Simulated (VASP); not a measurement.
# LiCu2Cl3 (Cmmm) in VASP: a series of runs

Runs on LiCu2Cl3. Level: PBEsol. Tasks: single point, relaxation of cell and atoms.

Everything below comes from runs of VASP 6.6.1. Logs are shortened: lines on timing, memory, paths and dates and some standing lists are left out, and cuts for length are marked.

## (1) The cell of the first run

The structure is orthorhombic, space group Cmmm (No. 65). Conventional cell: a = 4.768 Å, b = 13.583 Å, c = 3.583 Å, α = 90.00°, β = 90.00°, γ = 90.00°. Li (site symmetry mmm) has 6 Cl at 2.34 to 2.98 Å within 3.1 Å. Within 3.1 Å of Cu (site symmetry 2/m) lie 2 Cu at 2.38 Å and 4 Cl at 2.40 Å. Within 3.2 Å of Cl (site symmetry m2m) lie 1 Li at 2.34 Å and 4 Cu at 2.40 Å and 2 Cl at 3.19 Å. Cl (site symmetry mmm) has 4 Li at 2.98 Å and 10 Cl at 3.58 to 3.79 Å and 4 Cu at 3.60 Å within 3.9 Å.

## (2) Single point, PBEsol

Contents of INCAR:

```
SYSTEM = LiCu2Cl3
ALGO = Normal ; EDIFF = 1E-6
ENCUT = 520 ; GGA = PS
ISIF = 2 ; ISMEAR = -1
LASPH = .True. ; LCHARG = .True.
LELF = .True. ; LREAL = .False.
LVHAR = .True. ; LWAVE = .False.
NBANDS = 32 ; NELM = 80
PREC = Accurate ; SIGMA = 0.03
```

Contents of KPOINTS:

```
k-points
0
Gamma
  4 4 4
  0 0 0
```

Contents of POSCAR:

```
LiCu2Cl3
1.0
    2.3842052171     -6.7915488393      0.0000000000
    2.3842052171      6.7915488393      0.0000000000
    0.0000000000      0.0000000000      3.5828906287
Li Cu Cl
1 2 3
Direct
    0.5000000000      0.5000000000      0.0000000000
    0.0000000000      0.5000000000      0.5000000000
    0.5000000000      0.0000000000      0.5000000000
    0.3277825522      0.6722174478      0.0000000000
    0.6722174478      0.3277825522      0.0000000000
    0.0000000000      0.0000000000      0.5000000000
```

Potentials or basis: VASP PAW PBE potentials, release 64 (Li_sv, Cu, Cl).

On the command line:

```sh
> cat potpaw_PBE.64/Li_sv/POTCAR potpaw_PBE.64/Cu/POTCAR potpaw_PBE.64/Cl/POTCAR > POTCAR
> mpirun -np 1 vasp_std > vasp.out
```

OUTCAR:

```text
SYSTEM = LiCu2Cl3
   EDIFF = 1E-6
   ENCUT = 520
   GGA = PS
   ISIF = 2
   ISMEAR = -1
   LASPH = .True.
   LREAL = .False.
   NELM = 80
   PREC = Accurate

 ion  position               nearest neighbor table
   1  0.500  0.500  0.000-   4 2.34   5 2.34
   2  0.000  0.500  0.500-   3 2.38   3 2.38   5 2.40   4 2.40   5 2.40   4 2.40
   3  0.500  0.000  0.500-   2 2.38   2 2.38   5 2.40   4 2.40   5 2.40   4 2.40
   4  0.328  0.672  0.000-   1 2.34   2 2.40   3 2.40   2 2.40   3 2.40
   5  0.672  0.328  0.000-   1 2.34   2 2.40   3 2.40   2 2.40   3 2.40
   6  0.000  0.000  0.500-

  LATTYP: Found a base centered orthorhombic cell.
 ALAT       =     4.7684104342
 B/A-ratio  =     2.8485588365
 C/A-ratio  =     0.7513805026

  Lattice vectors:

 A1 = (   2.3842052171,  -6.7915488393,   0.0000000000)
 A2 = (   2.3842052171,   6.7915488393,   0.0000000000)
 A3 = (   0.0000000000,   0.0000000000,   3.5828906287)

Analysis of symmetry for initial positions (statically):
=====================================================================
 Subroutine PRICEL returns:
 Original cell was already a primitive cell.

 Routine SETGRP: Setting up the symmetry group for a
 base centered orthorhombic supercell.

 Subroutine GETGRP returns: Found  8 space group operations
 (whereof  8 operations were pure point group operations)
 out of a pool of  8 trial point group operations.

The static configuration has the point symmetry D_2h.

Analysis of symmetry for dynamics (positions and initial velocities):
=====================================================================
 Subroutine PRICEL returns:
 Original cell was already a primitive cell.

 Routine SETGRP: Setting up the symmetry group for a
 base centered orthorhombic supercell.

 Subroutine GETGRP returns: Found  8 space group operations
 (whereof  8 operations were pure point group operations)
 out of a pool of  8 trial point group operations.

The dynamic configuration has the point symmetry D_2h.

 Subroutine INISYM returns: Found  8 space group operations
 (whereof  8 operations are pure point group operations),
 and found     1 'primitive' translations

----------------------------------------------------------------------------------------

                                     Primitive cell

  volume of cell :     116.0315

  direct lattice vectors                    reciprocal lattice vectors
     2.384205217 -6.791548839  0.000000000     0.209713491 -0.073620909  0.000000000
     2.384205217  6.791548839  0.000000000     0.209713491  0.073620909  0.000000000
     0.000000000  0.000000000  3.582890629     0.000000000  0.000000000  0.279104250

  length of vectors
     7.197886506  7.197886506  3.582890629     0.222260628  0.222260628  0.279104250

  position of ions in fractional coordinates (direct lattice)
     0.500000000  0.500000000  0.000000000
     0.000000000  0.500000000  0.500000000
     0.500000000  0.000000000  0.500000000
     0.327782552  0.672217448  0.000000000
     0.672217448  0.327782552  0.000000000
     0.000000000  0.000000000  0.500000000

  ion indices of the primitive-cell ions
   primitive index   ion index
                 1           1
                 2           2
                 3           3
                 4           4
                 5           5
                 6           6

----------------------------------------------------------------------------------------

 KPOINTS: k-points

Automatic generation of k-mesh.
 Grid dimensions read from file:
 generate k-points for:    4    4    4

 Generating k-lattice:

  Cartesian coordinates                     Fractional coordinates (reciprocal lattice)
     0.052428373 -0.018405227  0.000000000     0.250000000  0.000000000  0.000000000
     0.052428373  0.018405227  0.000000000     0.000000000  0.250000000  0.000000000
     0.000000000  0.000000000  0.069776062     0.000000000  0.000000000  0.250000000

  Length of vectors
     0.055565157  0.055565157  0.069776062

  Shift w.r.t. Gamma in fractional coordinates (k-lattice)
     0.000000000  0.000000000  0.000000000

 Subroutine IBZKPT returns following result:
 ===========================================

 Found     21 irreducible k-points:

 Following reciprocal coordinates:
            Coordinates               Weight
  0.000000  0.000000  0.000000      1.000000
  0.250000  0.000000  0.000000      4.000000
  0.500000  0.000000  0.000000      2.000000
  0.250000  0.250000  0.000000      2.000000
  0.500000  0.250000  0.000000      4.000000
 -0.250000  0.250000  0.000000      2.000000
[... 13 lines left out ...]
 -0.250000  0.250000  0.500000      2.000000
  0.500000  0.500000  0.500000      1.000000
   k-points           NKPTS =     21   k-points in BZ     NKDIM =     21   number of bands    NBANDS=     32
   number of dos      NEDOS =    301   number of ions     NIONS =      6
   total plane-waves  NPLWV =  81648
   dimension x,y,z NGX =    54 NGY =   54 NGZ =   28
   dimension x,y,z NGXF=   108 NGYF=  108 NGZF=   56
   ions per type =               1   2   3
   NGX,Y,Z   is equivalent  to a cutoff of  12.47, 12.47, 12.99 a.u.
   NGXF,Y,Z  is equivalent  to a cutoff of  24.94, 24.94, 25.98 a.u.
 SYSTEM =  LiCu2Cl3
   PREC   = accura    normal or accurate (medium, high low for compatibility)
   ISTART =      0    job   : 0-new  1-cont  2-samecut
   ICHARG =      2    charge: 1-file 2-atom 10-const
   ISPIN  =      1    spin polarized calculation?
   LNONCOLLINEAR =      F non collinear calculations
   LSORBIT =      F    spin-orbit coupling
   LASPH  =      T    aspherical Exc in radial PAW
   ENCUT  =  520.0 eV  38.22 Ry    6.18 a.u.  13.38 13.38  6.66*2*pi/ulx,y,z
   NELM   =     80;   NELMIN=  2; NELMDL= -5     # of ELM steps
   EDIFF  = 0.1E-05   stopping-criterion for ELM
   LREAL  =      F    real-space projection
   EDIFFG = 0.1E-04   stopping-criterion for IOM
   NSW    =      0    number of steps for IOM
   IBRION =     -1    ionic relax: 0-MD 1-quasi-New 2-CG
   NFREE  =      0    steps in history (QN), initial steepest desc. (CG)
   ISIF   =      2    stress and relaxation
   ISYM   =      2    0-nonsym 1-usesym 2-fastsym
   POTIM  = 0.5000    time-step for ionic-motion
   TEBEG  =    0.0;   TEEND  =   0.0 temperature during run
   PSTRESS=    0.0 pullay stress
   NELECT =      46.0000    total number of electrons
   NUPDOWN=      -1.0000    fix difference up-down
   EMIN   =  10.00;   EMAX   =-10.00  energy-range for DOS
   EFERMI =   0.00;   METHOD = LEGACY
   ISMEAR =    -1;   SIGMA  =   0.03  broadening in eV -4-tet -1-fermi 0-gaus
   EFERMI_NEDOS =   21; number of points for ismear=-14 and -15
   IALGO  =     38    algorithm
   IMIX   =      4    mixing-type and parameters
     AMIX     =   0.40;   BMIX     =  1.00
     AMIX_MAG =   1.60;   BMIX_MAG =  1.00
  volume/ion in A,a.u.               =      19.34       130.50
  Fermi-wavevector in a.u.,A,eV,Ry     =   1.202639  2.272659 19.678672  1.446342
  Thomas-Fermi vector in A             =   2.338415
   LORBIT       =      0    0 simple, 1 ext, 2 COOP (PROOUT), +10 PAW based schemes
   GGA     = PS    functional components
   LHFCALC =     F    Hartree Fock is set to
   AEXX    =    0.0000 exact exchange contribution
   IVDW    =     0    specifies the selected vdW correction
   LEPSILON=     F    determine dielectric tensor
   LRPA    =     F    only Hartree local field effects (RPA)
 non-spin polarized calculation
  energy-cutoff  :      520.00
  volume of cell :      116.03
 maximum number of plane-waves:      3148
 NGX is ok and might be reduce to    54
   NGX = 27   NGY = 27   NGZ = 13

 number of electron      45.9999994 magnetization

 Free energy of the ion-electron system (eV)
  ---------------------------------------------------
  ext. energy  EPLUGINS =         0.00000000
  ---------------------------------------------------
  free energy    TOTEN  =       -20.13005670 eV

  energy without entropy =      -20.13005670  energy(sigma->0) =      -20.13005670

 E-fermi :   3.4877     XC(G=0):  -9.2675

 val. band max:        2.9811186897   @ k =   0.5000   0.5000   0.0000
 cond. band min:       3.9616505590   @ k =   0.0000   0.0000   0.0000
 fundamental gap:      0.9805318692
 Fermi energy:         3.4877472307

 k-point     1 :       0.0000    0.0000    0.0000
  band No.  band energies     occupation
      1     -42.4426      2.00000
      2     -14.1411      2.00000
      3     -13.3348      2.00000
      4     -10.6208      2.00000
      5      -3.3186      2.00000
      6      -3.2206      2.00000
[... 24 lines left out ...]
     31      11.4218      0.00000
     32      11.7122      0.00000

 k-point     2 :       0.2500    0.0000    0.0000
  band No.  band energies     occupation
      1     -42.4426      2.00000
      2     -14.0215      2.00000
      3     -13.4514      2.00000
      4     -10.6193      2.00000
      5      -3.5323      2.00000
      6      -3.3710      2.00000
[... 24 lines left out ...]
     31      10.9988      0.00000
     32      11.1149      0.00000

 k-point     3 :       0.5000    0.0000    0.0000
  band No.  band energies     occupation
      1     -42.4426      2.00000
      2     -13.7388      2.00000
      3     -13.7305      2.00000
      4     -10.6207      2.00000
      5      -3.5884      2.00000
      6      -3.5291      2.00000
[... 24 lines left out ...]
     31      11.0791      0.00000
     32      11.1153      0.00000

 k-point     4 :       0.2500    0.2500    0.0000
  band No.  band energies     occupation
      1     -42.4426      2.00000
      2     -13.7388      2.00000
      3     -13.7306      2.00000
      4     -10.6207      2.00000
      5      -3.5791      2.00000
      6      -3.5398      2.00000
[... 24 lines left out ...]
     31      10.9761      0.00000
     32      11.1116      0.00000

 k-point     5 :       0.5000    0.2500    0.0000
  band No.  band energies     occupation
      1     -42.4427      2.00000
      2     -14.0246      2.00000
      3     -13.4471      2.00000
      4     -10.6217      2.00000
      5      -3.4776      2.00000
      6      -3.3635      2.00000
[... 479 lines left out ...]
     31      10.9868      0.00000
     32      11.6250      0.00000

 k-point    19 :       0.5000    0.2500    0.5000
  band No.  band energies     occupation
      1     -42.4418      2.00000
      2     -13.6157      2.00000
      3     -13.2432      2.00000
      4     -10.3915      2.00000
      5      -4.7113      2.00000
      6      -3.4277      2.00000
[... 24 lines left out ...]
     31      10.5717      0.00000
     32      10.6983      0.00000

 k-point    20 :      -0.2500    0.2500    0.5000
  band No.  band energies     occupation
      1     -42.4418      2.00000
      2     -13.6898      2.00000
      3     -13.1749      2.00000
      4     -10.4062      2.00000
      5      -4.9595      2.00000
      6      -3.1251      2.00000
[... 24 lines left out ...]
     31       9.7821      0.00000
     32      11.6991      0.00000

 k-point    21 :       0.5000    0.5000    0.5000
  band No.  band energies     occupation
      1     -42.4418      2.00000
      2     -13.6944      2.00000
      3     -13.1692      2.00000
      4     -10.4049      2.00000
      5      -4.9736      2.00000
      6      -3.1164      2.00000
[... 24 lines left out ...]
     31       9.9137      0.00000
     32      11.9559      0.00000

------------------------ aborting loop because EDIFF is reached ----------------------------------------

  FORCE on cell =-STRESS in cart. coord.  units (eV):
  Direction    XX          YY          ZZ          XY          YZ          ZX
  --------------------------------------------------------------------------------------
  -------------------------------------------------------------------------------------
  Total        0.1031057      0.0463213      0.0894056      0.0000000      0.0000000      0.0000000
  in kB        1.4236964      0.6396103      1.2345240      0.0000000      0.0000000      0.0000000
  external PRESSURE =       1.0992769 kB  Pullay stress =       0.0000000 kB

 VOLUME and BASIS-vectors are now :
 -----------------------------------------------------------------------------
  energy-cutoff  :      520.00
  volume of cell :      116.03
      direct lattice vectors                 reciprocal lattice vectors
     2.384205217 -6.791548839  0.000000000     0.209713491 -0.073620909  0.000000000
     2.384205217  6.791548839  0.000000000     0.209713491  0.073620909  0.000000000
     0.000000000  0.000000000  3.582890629     0.000000000  0.000000000  0.279104250

 POSITION                                       TOTAL-FORCE (eV/Angst)
 -----------------------------------------------------------------------------------
      2.38421      0.00000      0.00000        -0.000000      0.000000      0.000000
      1.19210      3.39577      1.79145        -0.000000      0.000000      0.000000
      1.19210     -3.39577      1.79145         0.000000      0.000000      0.000000
      2.38421      2.33925      0.00000        -0.000000     -0.019091      0.000000
      2.38421     -2.33925      0.00000        -0.000000      0.019091      0.000000
      0.00000      0.00000      1.79145        -0.000000      0.000000      0.000000
 -----------------------------------------------------------------------------------
    total drift:                                0.000000     -0.000000      0.000000

  FREE ENERGIE OF THE ION-ELECTRON SYSTEM (eV)
  ---------------------------------------------------
  free  energy   TOTEN  =       -20.1300567049 eV

  energy  without entropy=      -20.1300567003  energy(sigma->0) =      -20.13005670
```

Run time: 54 s. Hardware: 1 thread of Intel Xeon 6975P-C (Granite Rapids), shared host; peak memory 0.29 GiB.

Results:

```yaml
Free_energy: -20.1301 eV
Largest_force: 0.019 eV/Å
Band_gap_on_the_k_mesh: 0.98 eV (least direct gap 1.00 eV)
```

Forces on the atoms (eV/Å):
```
Li   0.000  0.000  0.000
Cu   0.000  0.000  0.000
Cu   0.000  0.000  0.000
Cl   0.000 -0.019  0.000
Cl   0.000  0.019  0.000
Cl   0.000  0.000  0.000
```

Levels at points of the mesh, in eV from the valence-band top:
| k point | band 21 | band 22 | band 23 | band 24 | band 25 | band 26 |
| --- | --- | --- | --- | --- | --- | --- |
| (0.00, 0.00, 0.00) | -0.83 | -0.62 | -0.02 | 0.98 | 2.83 | 4.41 |
| (0.50, 0.00, 0.00) | -0.90 | -0.88 | -0.78 | 2.32 | 2.58 | 5.01 |
| (0.50, 0.50, 0.00) | -0.86 | -0.59 | 0.00 | 1.70 | 2.26 | 3.63 |
| (0.00, 0.00, 0.50) | -1.34 | -1.06 | -0.52 | 2.78 | 3.49 | 4.20 |
| (0.50, 0.00, 0.50) | -1.40 | -0.78 | -0.74 | 1.42 | 1.95 | 6.24 |
| (0.50, 0.50, 0.50) | -1.20 | -0.96 | -0.49 | 2.49 | 3.38 | 4.40 |

Caveat: the k points lie up to 0.44 Å⁻¹ apart; the cutoff is under 1.25 times the usual one of these potentials, so pressure, stress and relaxed cells hold a basis-set (Pulay) error; the PAW data sets were made with another functional, which shifts forces and pressure a little. A k mesh can miss the band edges.

(Continued in part 2 of 2.)
